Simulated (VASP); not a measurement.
# TiSi16 (a cell with a defect) in VASP: further runs, part 2 of 2

VASP 6.6.1. Earlier steps stand in the parts before.

**3. Relaxation of the atoms, PBE**

INCAR

```
SYSTEM = TiSi16
  PREC = Accurate
  ENCUT = 520
  EDIFF = 1E-6
  ISMEAR = -1
  SIGMA = 0.05
  LREAL = Auto
  LASPH = .True.
  NELM = 100
  ALGO = Normal
  ISIF = 2
  LWAVE = .False.
  LCHARG = .False.
  GGA = PE
  IBRION = 2
  NSW = 45
  EDIFFG = -0.08
```

KPOINTS

```
regular mesh
0
Gamma
  2 2 2
  0 0 0
```

POSCAR

```
TiSi16
1.0
    0.0000000000      5.4300000000      5.4300000000
    5.4300000000      0.0000000000      5.4300000000
    5.4300000000      5.4300000000      0.0000000000
Si Ti
16 1
Direct
    0.0000000000      0.0000000000      0.0000000000
    0.1250000000      0.1250000000      0.1250000000
    0.0000000000      0.0000000000      0.5000000000
    0.1250000000      0.1250000000      0.6250000000
    0.0000000000      0.5000000000      0.0000000000
    0.1250000000      0.6250000000      0.1250000000
    0.0000000000      0.5000000000      0.5000000000
    0.1250000000      0.6250000000      0.6250000000
    0.5000000000      0.0000000000      0.0000000000
    0.6250000000      0.1250000000      0.1250000000
    0.5000000000      0.0000000000      0.5000000000
    0.6250000000      0.1250000000      0.6250000000
    0.5000000000      0.5000000000      0.0000000000
    0.6250000000      0.6250000000      0.1250000000
    0.5000000000      0.5000000000      0.5000000000
    0.6250000000      0.6250000000      0.6250000000
    0.8779979000      0.8716482000      0.3780074000
```

Potentials or basis: VASP PAW PBE potentials, release 64 (Si, Ti_sv).

Launch:

```console
cat potpaw_PBE.64/Si/POTCAR potpaw_PBE.64/Ti_sv/POTCAR > POTCAR
mpirun -np 1 vasp_std > vasp.out
```

OUTCAR:

```text
SYSTEM = TiSi16
   PREC = Accurate
   ENCUT = 520
   EDIFF = 1E-6
   ISMEAR = -1
   LREAL = Auto
   LASPH = .True.
   NELM = 100
   ISIF = 2
   GGA = PE
   IBRION = 2
   NSW = 45
   EDIFFG = -0.08

 ion  position               nearest neighbor table
   1  0.000  0.000  0.000-   2 2.35   4 2.35   6 2.35  10 2.35  17 2.37
   2  0.125  0.125  0.125-   1 2.35   3 2.35   5 2.35   9 2.35  17 2.72
   3  0.000  0.000  0.500-  17 2.33   4 2.35   8 2.35  12 2.35   2 2.35
   4  0.125  0.125  0.625-   1 2.35   3 2.35   7 2.35  11 2.35
   5  0.000  0.500  0.000-   2 2.35   6 2.35   8 2.35  14 2.35
   6  0.125  0.625  0.125-   1 2.35   5 2.35   7 2.35  13 2.35  17 2.71
   7  0.000  0.500  0.500-  17 2.33   6 2.35   8 2.35  16 2.35   4 2.35
   8  0.125  0.625  0.625-   3 2.35   5 2.35   7 2.35  15 2.35  17 2.68
   9  0.500  0.000  0.000-   2 2.35  10 2.35  12 2.35  14 2.35
  10  0.625  0.125  0.125-   1 2.35   9 2.35  11 2.35  13 2.35  17 2.75
  11  0.500  0.000  0.500-   4 2.35  10 2.35  12 2.35  16 2.35  17 2.37
  12  0.625  0.125  0.625-   3 2.35   9 2.35  11 2.35  15 2.35  17 2.72
  13  0.500  0.500  0.000-   6 2.35  10 2.35  14 2.35  16 2.35
  14  0.625  0.625  0.125-   5 2.35   9 2.35  13 2.35  15 2.35
  15  0.500  0.500  0.500-   8 2.35  12 2.35  14 2.35  16 2.35
  16  0.625  0.625  0.625-   7 2.35  11 2.35  13 2.35  15 2.35  17 2.71
  17  0.878  0.872  0.378-   7 2.33   3 2.33  11 2.37   1 2.37   8 2.68  16 2.71   6 2.71  12 2.72
                             2 2.72  10 2.75

  LATTYP: Found a face centered cubic cell.
 ALAT       =    10.8600000000
[... 188 lines left out ...]

 Free energy of the ion-electron system (eV)
  ---------------------------------------------------
  ext. energy  EPLUGINS =         0.00000000
  ---------------------------------------------------
  free energy    TOTEN  =       -91.90049915 eV

  energy without entropy =      -91.78294030  energy(sigma->0) =      -91.84171972

------------------------ aborting loop because EDIFF is reached ----------------------------------------

  FORCE on cell =-STRESS in cart. coord.  units (eV):
  Direction    XX          YY          ZZ          XY          YZ          ZX
  --------------------------------------------------------------------------------------
  -------------------------------------------------------------------------------------
  Total        9.8572918      9.8416240      9.8572918     -0.0254360     -0.0254365      0.3873811
  in kB       49.3217767     49.2433814     49.3217767     -0.1272713     -0.1272735      1.9382932
  external PRESSURE =      49.2956449 kB  Pullay stress =       0.0000000 kB
[... 242 lines left out ...]
--------------------------------------- Ionic step        6  -------------------------------------------

 number of electron      75.9999998 magnetization

 Free energy of the ion-electron system (eV)
  ---------------------------------------------------
  ext. energy  EPLUGINS =         0.00000000
  ---------------------------------------------------
  free energy    TOTEN  =       -92.26423124 eV

  energy without entropy =      -92.16638984  energy(sigma->0) =      -92.21531054

 E-fermi :   6.9256     XC(G=0):  -9.7505

 val. band max:        6.8987592886   @ k =   0.5000   0.0000   0.5000
 cond. band min:       6.9652717750   @ k =   0.5000   0.0000   0.0000
 fundamental gap:      0.0665124863
 Fermi energy:         6.9256479855

 k-point     1 :       0.0000    0.0000    0.0000
  band No.  band energies     occupation
      1     -49.8508      2.00000
      2     -26.2262      2.00000
      3     -26.2254      2.00000
      4     -26.2244      2.00000
      5      -5.7203      2.00000
      6      -3.5144      2.00000
[... 333 lines left out ...]
  FREE ENERGIE OF THE ION-ELECTRON SYSTEM (eV)
  ---------------------------------------------------
  free  energy   TOTEN  =       -92.2642312404 eV

  energy  without entropy=      -92.1663898446  energy(sigma->0) =      -92.21531054

 reached required accuracy - stopping structural energy minimisation
```

Run time: 8 min. Hardware: 1 thread of Oxide Virtual Turin-like, shared host; peak memory 0.51 GiB.

What came out:

```
Free energy                  : -92.2642 eV
Energy gained by relaxing    : 21.4 meV/atom
Ionic steps                  : 6
Pressure after relaxing      : 4.0 GPa
Largest force after relaxing : 0.011 eV/Å
Band gap on the k mesh       : zero (bands 38 and 39 overlap by 0.43 eV)
```

Forces in eV/Å, atoms in the order of the input:
```
Si  -0.004  0.000  0.004
Si   0.004  0.004  0.004
Si  -0.001  0.003 -0.001
Si   0.001 -0.011  0.001
Si  -0.005  0.000  0.006
Si  -0.004  0.004 -0.004
Si   0.002  0.003  0.002
Si  -0.001  0.002 -0.001
Si   0.001 -0.004  0.001
Si   0.000 -0.006  0.000
Si   0.004  0.000 -0.004
Si   0.004  0.004  0.004
Si  -0.001 -0.005 -0.001
Si   0.000  0.001  0.000
Si   0.006  0.000 -0.005
Si  -0.004  0.004 -0.004
Ti   0.000 -0.001  0.000
```

The path:
| step | energy change (eV) | largest force (eV/Å) | pressure (GPa) |
| --- | --- | --- | --- |
| 1 | 0.0000 | 1.8926 | 4.93 |
| 2 | -0.3557 | 0.3384 | 4.01 |
| 3 | -0.3566 | 0.2285 | 4.03 |
| 4 | -0.3626 | 0.1125 | 4.03 |
| 5 | -0.3626 | 0.1007 | 4.02 |
| 6 | -0.3637 | 0.0113 | 4.04 |

Final structure:
```
Si Ti
1.0
     0.00000    5.43000    5.43000
     5.43000    0.00000    5.43000
     5.43000    5.43000    0.00000
Si Ti
16 1
Direct
  0.00388 0.00372 0.98866
  0.12856 0.12843 0.12172
  0.00413 0.00398 0.50413
  0.12555 0.12438 0.62555
  0.99562 0.50135 0.00165
  0.12856 0.62124 0.12174
  0.00416 0.48765 0.50416
  0.12865 0.62132 0.62865
  0.50153 0.99566 0.00153
  0.62164 0.12835 0.12164
  0.48866 0.00372 0.50388
  0.62172 0.12843 0.62856
  0.50154 0.50126 0.00154
  0.62498 0.62502 0.12498
  0.50165 0.50135 0.49562
  0.62174 0.62124 0.62856
  0.87541 0.87454 0.37542
```

Caveat: the k points lie up to 0.50 Å⁻¹ apart.
